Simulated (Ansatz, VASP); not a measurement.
One calculation of Zn, two programs

File INCAR:

```
SYSTEM = Zn
ALGO     = Fast           ! electronic algorithm
EDIFF    = 1E-6           ! SCF threshold, eV
ENCUT    = 520            ! plane-wave cutoff, eV
GGA      = PE             ! functional
ISIF     = 2              ! what is computed and relaxed
ISMEAR   = 0              ! smearing method
LASPH    = .True.         ! aspherical terms in the spheres
LCHARG   = .False.        ! write CHGCAR
LREAL    = .False.        ! projectors in reciprocal space
LWAVE    = .False.        ! write WAVECAR
NBANDS   = 12             ! bands
NELM     = 80             ! most SCF steps
PREC     = Accurate       ! precision mode
SIGMA    = 0.15           ! smearing width, eV
```

Contents of KPOINTS:

```
k-points
0
Gamma
  22 22 22
  0 0 0
```

POSCAR

```
Zn
1.0
   -0.2471354367      1.8134713173      1.8134713173
    1.8134713173     -0.2471354367      1.8134713173
    1.8134713173      1.8134713173     -0.2471354367
Zn
1
Direct
    0.0000000000      0.0000000000      0.0000000000
```

Input for Ansatz:

```yaml
crystal:
  lattice:
    - [-0.2471354367, 1.8134713173, 1.8134713173]
    - [1.8134713173, -0.2471354367, 1.8134713173]
    - [1.8134713173, 1.8134713173, -0.2471354367]
  atoms:
    - { symbol: Zn, position: [0.0, 0.0, 0.0] }
basis:
  ecutwfc: 520.0
kpoints:
  mp_grid: { grid: [22, 22, 22] }
hamiltonian:
  xc: pbe
scf:
  occupations: { method: gaussian, width: 0.15 }
output:
  forces: true
  stress: true
  eigenvalues: true
```

Alike in both runs: task single point; functional PBE; k mesh 22 × 22 × 22; occupations gaussian, width 0.15 eV; no spin polarisation.

|  | VASP | Ansatz |
| --- | --- | --- |
| version | VASP 6.6.1 | Ansatz 0.2.0 |
| potentials or method | VASP PAW PBE potentials, release 64 (Zn), cutoff 520 eV | scalar-relativistic, plane waves, PAW |
| valence electrons in the cell | 12 | 12 |

|  | VASP | Ansatz | Ansatz less VASP |
| --- | --- | --- | --- |
| gap on the k mesh at the Fermi level (eV) | none | none | - |
| pressure (GPa) | 8.3 | 8.0 | -0.36 |
| traceless stress, the component that is largest in VASP (GPa) | 4.34 | 4.27 | -0.073 |

A gap of «none» marks a metal or a gap that the smearing closes.
